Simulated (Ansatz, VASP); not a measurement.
# Two plane-wave programs on CaSe

The input POSCAR:

```
CaSe
1.0
    0.0000000000      3.0062741200      3.0062741200
    3.0062741200      0.0000000000      3.0062741200
    3.0062741200      3.0062741200      0.0000000000
Ca Se
1 1
Direct
    0.0000000000      0.0000000000      0.0000000000
    0.5000000000      0.5000000000      0.5000000000
```

Contents of INCAR.step1:

```
  PREC = Accurate
  ENCUT = 520
  ISMEAR = -1
  SIGMA = 0.02
  LREAL = False
  LASPH = True
  NELM = 100
  GGA = PE
  ALGO = Normal
  EDIFF = 1E-4
  LWAVE = True
  LCHARG = False
```

Contents of INCAR.step2:

```
  PREC = Accurate
  ENCUT = 520
  EDIFF = 1E-6
  ISMEAR = -1
  SIGMA = 0.02
  LREAL = False
  LASPH = True
  NELM = 100
  ALGO = Normal
  ISIF = 2
  LWAVE = False
  LCHARG = False
  METAGGA = R2SCAN
  LMIXTAU = True
  IBRION = 2
  NSW = 50
  EDIFFG = -0.01
  ISTART = 1
```

File KPOINTS:

```
regular mesh
0
Gamma
  8 8 8
```

Input for Ansatz:

```yaml
crystal:
  lattice:
    - [0.0, 3.00627412, 3.00627412]
    - [3.00627412, 0.0, 3.00627412]
    - [3.00627412, 3.00627412, 0.0]
  atoms:
    - { symbol: Ca, position: [0.0, 0.0, 0.0] }
    - { symbol: Se, position: [0.5, 0.5, 0.5] }
  symmetry: { tolerance: 0.0003 }
hamiltonian:
  xc: r2scan
  pseudopotentials: { kind: paw, azcp: { folder: soft_1 } }
basis:
  ecutwfc: 500
magnetization:
  spin_polarized: false
scf:
  occupations: { method: fermi_dirac, width: 0.02 }
kpoints:
  mp_grid: { grid: [8, 8, 8], shift: [0, 0, 0] }
  band_path:
    path:
      - [0.0, 0.0, 0.0]
      - [0.5, 0.0, 0.5]
      - [0.625, 0.25, 0.625]
      - [0.375, 0.375, 0.75]
      - [0.0, 0.0, 0.0]
      - [0.5, 0.5, 0.5]
      - [0.5, 0.25, 0.75]
      - [0.5, 0.0, 0.5]
    npoints: 10
output:
  forces: true
  stress: true
  eigenvalues: true
  write_potential: true
  elf: true
  volumetric_format: npy
  dos: { e_range: [-12, 8], de: 0.05 }
relax:
  max_steps: 30
```

Alike in both runs: task relaxation of the atoms; functional r2SCAN; k mesh 8 × 8 × 8; occupations fermi-dirac, width 0.02 eV; no spin polarisation.

|  | VASP | Ansatz |
| --- | --- | --- |
| version | VASP 6.6.1 | Ansatz 0.2.0 |
| potentials or method | VASP PAW PBE potentials, release 64 (Ca_sv, Se), cutoff 520 eV | PAW plane waves |
| valence electrons in the cell | 16 | 26 |

|  | VASP | Ansatz | Ansatz less VASP |
| --- | --- | --- | --- |
| gap on the k mesh at the Fermi level, each at its own relaxed structure (eV) | 2.60 | 2.60 | -0.001 |

VASP's potentials were made for PBE, not for r2SCAN. VASP's potentials hold 16 valence electrons a cell and Ansatz's 26, so a difference there can come from the potentials and not from the codes. Ansatz's warnings: stress scf threshold loose.

Noted on VASP's run: the relaxation stopped at its first step, so nothing moved.
